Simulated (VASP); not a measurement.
# S (Fm-3m) in VASP: further runs, part 2 of 2

VASP 6.6.1. Earlier steps stand in the parts before.

**3. Relaxation of cell and atoms, PBE, target pressure 110 GPa, at which the enthalpy is minimised**

This run uses another cell than the first one, of 9.59 Å³/atom.

File INCAR:

```
SYSTEM = S
PREC = Accurate
ENCUT = 600
EDIFF = 1E-6
ISMEAR = -1
SIGMA = 0.08
LREAL = .False.
LASPH = .True.
NELM = 80
ALGO = Normal
ISIF = 3
LWAVE = .False.
LCHARG = .False.
GGA = PE
IBRION = 2
NSW = 32
EDIFFG = -0.005
PSTRESS = 1100.0
```

File KPOINTS:

```
Automatic mesh
0
Gamma
  19 19 19
  0 0 0
```

File POSCAR:

```
S
1.0
    0.0000000000      1.6861103850      1.6861103850
    1.6861103850      0.0000000000      1.6861103850
    1.6861103850      1.6861103850      0.0000000000
S
1
Direct
    0.0000000000      0.0000000000      0.0000000000
```

Potentials or basis: VASP PAW PBE potentials, release 64 (S).

Launch:

```sh
> cat potpaw_PBE.64/S/POTCAR > POTCAR
> mpirun -np 1 vasp_std > vasp.out
```

It took 17 s on 1 thread of Intel Xeon Platinum 8488C (Sapphire Rapids), shared host; peak memory 0.13 GiB.

The run converged. Its results:

| Quantity | Value |
| --- | --- |
| Free energy | -1.4089 eV |
| Relaxed volume | 9.56 Å³/atom |
| Relaxed cell | a = 2.382 Å, b = 2.382 Å, c = 2.382 Å, α = 60.00°, β = 60.00°, γ = 60.00° |
| Space group after relaxing (to 0.1 Å) | Fm-3m (No. 225) |
| Energy change on relaxing (the run minimises the enthalpy) | +20.1 meV/atom |
| Ionic steps | 3 |
| Pressure after relaxing | 110.0 GPa |
| Band gap on the k mesh | zero (bands 3 and 4 overlap by 12.38 eV) |

Step by step:
```
step  energy change (eV)  largest force (eV/Å)  pressure (GPa)  volume (Å³)
   1              0.0000                0.0000          108.68         9.59
   2              0.0755                0.0000          113.64         9.48
   3              0.0201                0.0000          110.00         9.56
```

Final structure:
```cif
data_structure
_symmetry_space_group_name_H-M 'P 1'
_symmetry_Int_Tables_number 1
_cell_length_a 2.3821
_cell_length_b 2.3821
_cell_length_c 2.3821
_cell_angle_alpha 60.000
_cell_angle_beta 60.000
_cell_angle_gamma 60.000
_cell_volume 9.56
loop_
_atom_site_label
_atom_site_type_symbol
_atom_site_fract_x
_atom_site_fract_y
_atom_site_fract_z
_atom_site_occupancy
S1 S 0.00000 0.00000 0.00000 1
```

Levels at points of the mesh, in eV from the Fermi level:
```csv
k point,band 1,band 2,band 3,band 4,band 5,band 6
"(0.00, 0.00, 0.00)",-23.37,6.95,6.95,6.95,12.16,12.16
```

Caveat: the cell is relaxed towards a set pressure, so the run minimises the enthalpy, not the energy.

**4. Relaxation of cell and atoms, PBE, target pressure 110 GPa, at which the enthalpy is minimised**

This run uses another cell than the first one, of 9.64 Å³/atom.

INCAR: that of step 3 with these lines changed.

```diff
@@ -15,3 +15,3 @@
 IBRION = 2
-NSW = 32
+NSW = 60
 EDIFFG = -0.005
```

KPOINTS is that of step 3.

File POSCAR:

```
S
1.0
    0.0000000000      1.6894196874      1.6894196874
    1.6894196874      0.0000000000      1.6894196874
    1.6894196874      1.6894196874      0.0000000000
S
1
Direct
    0.0000000000      0.0000000000      0.0000000000
```

Potentials or basis: VASP PAW PBE potentials, release 64 (S).

Launch:

```sh
> cat potpaw_PBE.64/S/POTCAR > POTCAR
> mpirun -np 1 vasp_std > vasp.out
```

OUTCAR:

```text
SYSTEM = S
   PREC = Accurate
   ENCUT = 600
   EDIFF = 1E-6
   ISMEAR = -1
   LREAL = .False.
   LASPH = .True.
   NELM = 80
   ISIF = 3
   GGA = PE
   IBRION = 2
   NSW = 60
   EDIFFG = -0.005
   PSTRESS = 1100.0

 ion  position               nearest neighbor table
   1  0.000  0.000  0.000-

  LATTYP: Found a face centered cubic cell.
 ALAT       =     3.3788393748

  Lattice vectors:

 A1 = (   0.0000000000,   1.6894196874,   1.6894196874)
 A2 = (   1.6894196874,   0.0000000000,   1.6894196874)
 A3 = (   1.6894196874,   1.6894196874,   0.0000000000)

Analysis of symmetry for initial positions (statically):
=====================================================================
 Subroutine PRICEL returns:
 Original cell was already a primitive cell.

[... 250 lines left out ...]

 E-fermi :  16.5550     XC(G=0): -13.6948

 val. band max:       16.5421206602   @ k =  -0.3158   0.1579   0.0526
 cond. band min:      16.6136955548   @ k =  -0.3684   0.3684   0.0000
 fundamental gap:      0.0715748947
 Fermi energy:        16.5550098950

 k-point     1 :       0.0000    0.0000    0.0000
  band No.  band energies     occupation
      1      -6.8133      2.00000
      2      23.5061      0.00000
      3      23.5061      0.00000
      4      23.5061      0.00000
      5      28.7112      0.00000
      6      28.7112      0.00000
      7      28.7112      0.00000
[... 221 lines left out ...]
 k-point    24 :      -0.2632    0.0526    0.0000
  band No.  band energies     occupation
      1      -3.8403      2.00000
      2      11.8545      2.00000
      3      19.9735      0.00000
      4      22.0124      0.00000
      5      29.1608      0.00000
      6      29.2959      0.00000
      7      29.9225      0.00000

 [... further k-points ...]

------------------------ aborting loop because EDIFF is reached ----------------------------------------

  FORCE on cell =-STRESS in cart. coord.  units (eV):
  Direction    XX          YY          ZZ          XY          YZ          ZX
  --------------------------------------------------------------------------------------
  -------------------------------------------------------------------------------------
  Total        6.5604384      6.5604384      6.5604384     -0.0000000      0.0000000      0.0000000
  in kB     1099.6462369   1099.6462369   1099.6462369     -0.0000000      0.0000000      0.0000000
  external PRESSURE =      -0.3537631 kB  Pullay stress =    1100.0000000 kB
[... 20 lines left out ...]
  energy  without entropy=       -1.3982676206  energy(sigma->0) =       -1.40383818

  enthalpy is  TOTEN    =         5.1531401741 eV   P V=        6.5625489126

 reached required accuracy - stopping structural energy minimisation
```

CONTCAR:

```text
S
   1.00000000000000
     0.0000000000000000    1.6844320063549398    1.6844320063549398
     1.6844320063549398   -0.0000000000000000    1.6844320063549398
     1.6844320063549398    1.6844320063549398    0.0000000000000000
  S
     1
Direct
     0.0000000000000000    0.0000000000000000    0.0000000000000000

  0.00000000E+00  0.00000000E+00  0.00000000E+00
```

Run time: 18 s. Hardware: 1 thread of Intel Xeon Platinum 8488C (Sapphire Rapids), shared host; peak memory 0.13 GiB.

What came out:

```
Free energy                                                : -1.4094 eV
Relaxed volume                                             : 9.56 Å³/atom
Relaxed cell                                               : a = 2.382 Å, b = 2.382 Å, c = 2.382 Å, α = 60.00°, β = 60.00°, γ = 60.00°
Space group after relaxing (to 0.1 Å)                      : Fm-3m (No. 225)
Energy change on relaxing (the run minimises the enthalpy) : +57.4 meV/atom
Ionic steps                                                : 3
Pressure after relaxing                                    : 110.0 GPa
Band gap on the k mesh                                     : zero (bands 3 and 4 overlap by 12.38 eV)
```

The path:
```tsv
step	energy change (eV)	largest force (eV/Å)	pressure (GPa)	volume (Å³)
1	0.0000	0.0000	106.19	9.64
2	0.2238	0.0000	120.89	9.33
3	0.0574	0.0000	109.96	9.56
```

Final structure:
```
S
1.0
     0.00000    1.68443    1.68443
     1.68443    0.00000    1.68443
     1.68443    1.68443    0.00000
S
1
Direct
  0.00000 0.00000 0.00000
```

Caveat: the cell is relaxed towards a set pressure, so the run minimises the enthalpy, not the energy.

**5. Overview**

| task | cell | k mesh | cutoff (eV) | gap on the mesh (eV) | pressure (GPa) |
| --- | --- | --- | --- | --- | --- |
| single point | a = 2.822 Å, angles 60.0°, 1 atom | 17 × 17 × 17 | 520 | none | -0.2 |
| relaxation of cell and atoms | relaxed to 110 GPa from a = 2.385 Å, angles 60.0°, 1 atom | 19 × 19 × 19 | 600 | none | 110.0 |
| relaxation of cell and atoms | relaxed to 110 GPa from a = 2.389 Å, angles 60.0°, 1 atom | 19 × 19 × 19 | 600 | none | 110.0 |

Alike in all rows: level PBE; potentials or basis VASP PAW PBE potentials, release 64 (S); no spin polarisation; smearing fermi-dirac 0.08 eV.

Caveats: the cell is relaxed towards a set pressure, so the run minimises the enthalpy, not the energy (at least some runs).

Total energies depend on the potentials used, so only differences within one code and one set of settings carry meaning.
